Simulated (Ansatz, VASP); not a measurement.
# Cd2S: VASP beside Ansatz

File POSCAR:

```
Cd2S
1.0
    3.9626700490      0.0000000000      0.0000000000
   -1.9813350245      3.4317729293      0.0000000000
    0.0000000000      0.0000000000      5.8091920000
Cd S
2 1
Direct
    0.3333333333      0.6666666667      0.9327170000
    0.6666666667      0.3333333333      0.5787350000
    0.3333333333      0.6666666667      0.3657050000
```

The input INCAR.step1:

```
SYSTEM = Cd2S
PREC = Accurate
ENCUT = 520
ISMEAR = -1
SIGMA = 0.05
LREAL = .FALSE.
LASPH = .TRUE.
NELM = 100
NBANDS = 22
GGA = PE
ALGO = Normal
EDIFF = 1E-4
LWAVE = .TRUE.
LCHARG = .FALSE.
```

INCAR.step2

```
SYSTEM = Cd2S
PREC = Accurate
ENCUT = 520
EDIFF = 1E-7
ISMEAR = -1
SIGMA = 0.05
LREAL = .FALSE.
LASPH = .TRUE.
NELM = 100
ALGO = Normal
ISIF = 2
LWAVE = .FALSE.
LCHARG = .FALSE.
METAGGA = R2SCAN
LMIXTAU = .TRUE.
NBANDS = 22
ISTART = 1
```

File KPOINTS:

```
Automatic mesh
0
G
  5 5 3
  0 0 0
```

File input.yaml:

```yaml
crystal:
  lattice:
    - [3.962670049, 0.0, 0.0]
    - [-1.9813350245, 3.4317729293, 0.0]
    - [0.0, 0.0, 5.809192]
  atoms:
    - { symbol: Cd, position: [0.3333333333, 0.6666666667, 0.932717] }
    - { symbol: Cd, position: [0.6666666667, 0.3333333333, 0.578735] }
    - { symbol: S, position: [0.3333333333, 0.6666666667, 0.365705] }
hamiltonian:
  xc: r2scan
  pseudopotentials: { kind: paw }
kpoints:
  mp_grid: { grid: [5, 5, 3] }
scf:
  occupations: { method: fermi_dirac, width: 0.05 }
output:
  forces: true
  stress: true
  eigenvalues: true
```

Alike in both runs: task single point; functional r2SCAN; k mesh 5 × 5 × 3; occupations fermi-dirac, width 0.05 eV; no spin polarisation.

```csv
,VASP,Ansatz
version,VASP 6.6.1,Ansatz 0.2.0
potentials or method,"VASP PAW PBE potentials, release 64 (Cd, S)",Ansatz PAW
plane-wave cutoff (eV),520,500
valence electrons in the cell,30,46
```

Ansatz gave:

```
gap on the k mesh at the Fermi level (eV)                     : 1.23
least direct gap on the mesh (eV)                             : 1.51
pressure (GPa)                                                : -1.9
traceless stress, the component that is largest in VASP (GPa) : -0.34
rms of the force components (eV/Å)                            : 0.008
```

Q: Estimate VASP's values.

A: gap on the k mesh at the Fermi level (eV): 1.23; least direct gap on the mesh (eV): 1.51; pressure (GPa): -1.7; traceless stress, the component that is largest in VASP (GPa): -0.28; rms of the force components (eV/Å): 0.006.

VASP's potentials were made for PBE, not for r2SCAN. Atom by atom the forces differ by 0.010 eV/Å (rms over components). VASP's potentials hold 30 valence electrons a cell and Ansatz's 46, so a difference there can come from the potentials and not from the codes.

Noted on Ansatz's run: odd divisions of the mesh miss points on the zone boundary, where band edges often lie, so the gap on the mesh can be too wide.
